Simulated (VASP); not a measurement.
Input of a VASP 6.6.1 run:

Contents of POSCAR:

```
Be2C3
1.0
    2.6467957386      0.0000000000      0.0000000000
   -1.3233978693      2.2921923482      0.0000000000
    0.0000000000      0.0000000000      6.0241097170
Be C
2 3
Direct
    0.3333333333      0.6666666667      0.1207421898
    0.6666666667      0.3333333333      0.8792578102
    0.0000000000      0.0000000000      0.0000000000
    0.3333333333      0.6666666667      0.4923919836
    0.6666666667      0.3333333333      0.5076080164
```

INCAR.step1

```
SYSTEM = Be2C3
PREC = Accurate
ENCUT = 520
ISMEAR = 0
SIGMA = 0.1
LREAL = .FALSE.
LASPH = .TRUE.
NELM = 80
NBANDS = 16
GGA = PE
ALGO = Normal
EDIFF = 1E-4
LWAVE = .TRUE.
LCHARG = .FALSE.
```

INCAR.step2

```
SYSTEM = Be2C3
PREC = Accurate
ENCUT = 520
EDIFF = 1E-6
ISMEAR = 0
SIGMA = 0.1
LREAL = .FALSE.
LASPH = .TRUE.
NELM = 80
ALGO = Normal
ISIF = 2
LWAVE = .FALSE.
LCHARG = .FALSE.
METAGGA = R2SCAN
LMIXTAU = .TRUE.
NBANDS = 16
ISTART = 1
```

The input KPOINTS:

```
Automatic mesh
0
G
  18 18 6
  0 0 0
```

Potentials or basis: VASP PAW PBE potentials, release 64 (Be, C).

Launch:

```console
$ cat potpaw_PBE.64/Be/POTCAR potpaw_PBE.64/C/POTCAR > POTCAR
$ cp INCAR.step1 INCAR
$ mpirun -np 1 vasp_std > vasp.out
$ cp INCAR.step2 INCAR
$ mpirun -np 1 vasp_std > vasp.out
```

(1) What does it give for the band gap on the k mesh?

(2) Predict the pressure.

(3) Predict the largest force.

Answers

(1) zero (bands 8 and 9 overlap by 4.07 eV).

(2) 0.6 GPa.

(3) 0.025 eV/Å.

Caveat: the PAW data sets were made with another functional, which shifts forces and pressure a little.
